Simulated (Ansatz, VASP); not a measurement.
## One calculation of Pt, two programs

Contents of INCAR:

```
PREC = Accurate
ENCUT = 520
EDIFF = 1E-6
ISMEAR = 0
SIGMA = 0.15
LREAL = F
LASPH = T
NELM = 60
ALGO = Fast
ISIF = 2
LWAVE = F
LCHARG = F
GGA = PS
NBANDS = 11
```

File KPOINTS:

```
Automatic mesh
0
Gamma
  22 22 22
```

File POSCAR:

```
Pt
1.0
   -1.1602833629      1.6099912799      1.6099912799
    1.6099912799     -1.1602833629      1.6099912799
    1.6099912799      1.6099912799     -1.1602833629
Pt
1
Direct
    0.0000000000      0.0000000000      0.0000000000
```

Input for Ansatz:

```yaml
crystal:
  lattice:
    - [-1.1602833629, 1.6099912799, 1.6099912799]
    - [1.6099912799, -1.1602833629, 1.6099912799]
    - [1.6099912799, 1.6099912799, -1.1602833629]
  atoms:
    - { symbol: Pt, position: [0.0, 0.0, 0.0] }
basis:
  ecutwfc: 420
kpoints:
  mp_grid: { grid: [22, 22, 22] }
hamiltonian:
  xc: pbesol
  pseudopotentials: { kind: paw, azcp: { folder: soft_1 } }
scf:
  occupations: { method: gaussian, width: 0.15 }
output:
  forces: true
  stress: true
  eigenvalues: true
```

Alike in both runs: task single point; functional PBEsol; k mesh 22 × 22 × 22; occupations gaussian, width 0.15 eV; no spin polarisation.

|  | VASP | Ansatz |
| --- | --- | --- |
| version | VASP 6.6.1 | Ansatz 0.2.0 |
| potentials or method | VASP PAW PBE potentials, release 64 (Pt), cutoff 520 eV | scalar-relativistic, plane waves, PAW |
| valence electrons in the cell | 10 | 18 |

|  | VASP | Ansatz | Ansatz less VASP |
| --- | --- | --- | --- |
| gap on the k mesh at the Fermi level (eV) | none | none | - |
| pressure (GPa) | 15.6 | 16.0 | +0.33 |
| traceless stress, the component that is largest in VASP (GPa) | -3.37 | -3.43 | -0.056 |

VASP's potentials were made for PBE, not for PBEsol, and Ansatz warns of the same on its side. A gap of «none» marks a metal or a gap that the smearing closes. With one functional, cell and mesh, what is left measures potentials, basis and numerics. VASP's potentials hold 10 valence electrons a cell and Ansatz's 18, so a difference there can come from the potentials and not from the codes.

Neither program's run includes spin-orbit coupling.
